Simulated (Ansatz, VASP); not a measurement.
**C in VASP and in Ansatz**

The input INCAR:

```
PREC     = Accurate       # precision mode
ENCUT    = 1300           # plane-wave cutoff, eV
EDIFF    = 1E-6           # SCF threshold, eV
ISMEAR   = 0              # smearing method
SIGMA    = 0.05           # smearing width, eV
LREAL    = False          # projectors in reciprocal space
LASPH    = True           # aspherical terms in the spheres
NELM     = 120            # most SCF steps
ALGO     = Normal         # electronic algorithm
ISIF     = 2              # what is computed and relaxed
LWAVE    = False          # write WAVECAR
LCHARG   = False          # write CHGCAR
GGA      = CA             # functional
NBANDS   = 11             # bands
GGA_COMPAT= False
```

File KPOINTS:

```
regular mesh
0
Gamma
  12 12 12
```

POSCAR

```
C
1.0
    0.2237658205      1.9020094744      1.9020094744
    1.9020094744      0.2237658205      1.9020094744
    1.9020094744      1.9020094744      0.2237658205
C
2
Direct
    0.5000000000      0.5000000000      0.5000000000
    0.7500000000      0.7500000000      0.7500000000
```

Input for Ansatz:

```yaml
crystal:
  lattice:
    - [0.2237658205, 1.9020094744, 1.9020094744]
    - [1.9020094744, 0.2237658205, 1.9020094744]
    - [1.9020094744, 1.9020094744, 0.2237658205]
  atoms:
    - { symbol: C, position: [0.5, 0.5, 0.5] }
    - { symbol: C, position: [0.75, 0.75, 0.75] }
basis:
  ecutwfc: 420
kpoints:
  mp_grid: { grid: [12, 12, 12] }
hamiltonian:
  xc: lda
scf:
  occupations: { method: gaussian, width: 0.05 }
output:
  forces: true
  stress: true
  eigenvalues: true
```

Alike in both runs: task single point; functional LDA; k mesh 12 × 12 × 12; occupations gaussian, width 0.05 eV; no spin polarisation.

|  | VASP | Ansatz |
| --- | --- | --- |
| version | VASP 6.6.1 | Ansatz 0.2.0 |
| potentials or method | VASP PAW LDA potentials, release 64 (C_h), cutoff 1300 eV | scalar-relativistic, plane waves, PAW |
| valence electrons in the cell | 8 | 8 |

```csv
,VASP,Ansatz,Ansatz less VASP
gap on the k mesh at the Fermi level (eV),0.61,0.61,0.000
least direct gap on the mesh (eV),0.61,0.61,0.000
pressure (GPa),4.3,3.3,-0.95
"traceless stress, the component that is largest in VASP (GPa)",-61.37,-61.20,+0.167
rms of the force components (eV/Å),0.617,0.632,+0.0147
```

LDA's correlation is that of Perdew and Zunger in VASP and of Perdew and Wang (1992) in Ansatz. Atom by atom the forces differ by 0.015 eV/Å (rms over components).
